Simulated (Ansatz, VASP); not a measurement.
## AlN: VASP beside Ansatz

```
CELL_PARAMETERS angstrom
3.24210 0.00000 0.00000
-1.62105 2.80774 0.00000
0.00000 0.00000 4.26550
ATOMIC_POSITIONS crystal
Al 0.33333 0.66667 0.75000
Al 0.66667 0.33333 0.25000
N 0.33333 0.66667 0.25000
N 0.66667 0.33333 0.75000
```

Alike in both runs: task single point; functional PBEsol; k mesh 9 × 9 × 6; occupations gaussian, width 0.05 eV; no spin polarisation.

|  | VASP | Ansatz |
| --- | --- | --- |
| version | VASP 6.6.1 | Ansatz 0.2.0 |
| potentials or method | VASP PAW PBE potentials, release 64 (Al, N), cutoff 520 eV | scalar-relativistic, plane waves, PAW |
| valence electrons in the cell | 16 | 16 |

|  | VASP | Ansatz | Ansatz less VASP |
| --- | --- | --- | --- |
| gap on the k mesh at the Fermi level (eV) | 3.28 | 3.26 | -0.014 |
| least direct gap on the mesh (eV) | 3.28 | 3.26 | -0.014 |
| pressure (GPa) | 3.4 | 3.5 | +0.02 |
| traceless stress, the component that is largest in VASP (GPa) | -6.81 | -6.73 | +0.087 |

VASP's potentials were made for PBE, not for PBEsol.
